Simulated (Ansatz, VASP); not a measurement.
## Two plane-wave programs on Cd3O2

```
Cd O
1.0
     3.37737    0.00000    0.00000
    -1.68868    2.92489    0.00000
     0.00000    0.00000    7.95689
Cd O
3 2
Direct
  0.00000 0.00000 0.00000
  0.66667 0.33333 0.35027
  0.33333 0.66667 0.64973
  0.66667 0.33333 0.82596
  0.33333 0.66667 0.17404
```

Alike in both runs: functional PBE; k mesh 5 × 5 × 2; occupations gaussian, width 0.2 eV; no spin polarisation.

Ansatz relaxed the structure, and its values are those at the end. VASP's run is a single point on that final structure, the one shown.

```csv
,VASP,Ansatz
version,VASP 6.6.1,Ansatz 0.2.0
potentials or method,"VASP PAW PBE potentials, release 64 (Cd, O), cutoff 600 eV","scalar-relativistic, plane waves, PAW"
valence electrons in the cell,48,72
```

|  | VASP | Ansatz | Ansatz less VASP |
| --- | --- | --- | --- |
| gap on the k mesh at the Fermi level (eV) | none | none | - |
| pressure (GPa) | 0.6 | -0.1 | -0.68 |
| rms of the force components (eV/Å) | 0.020 | 0.006 | -0.0137 |

A gap of «none» marks a metal or a gap that the smearing closes. VASP's potentials hold 48 valence electrons a cell and Ansatz's 72, so a difference there can come from the potentials and not from the codes.

The k mesh is coarse, so the values compare programs but aren't converged.
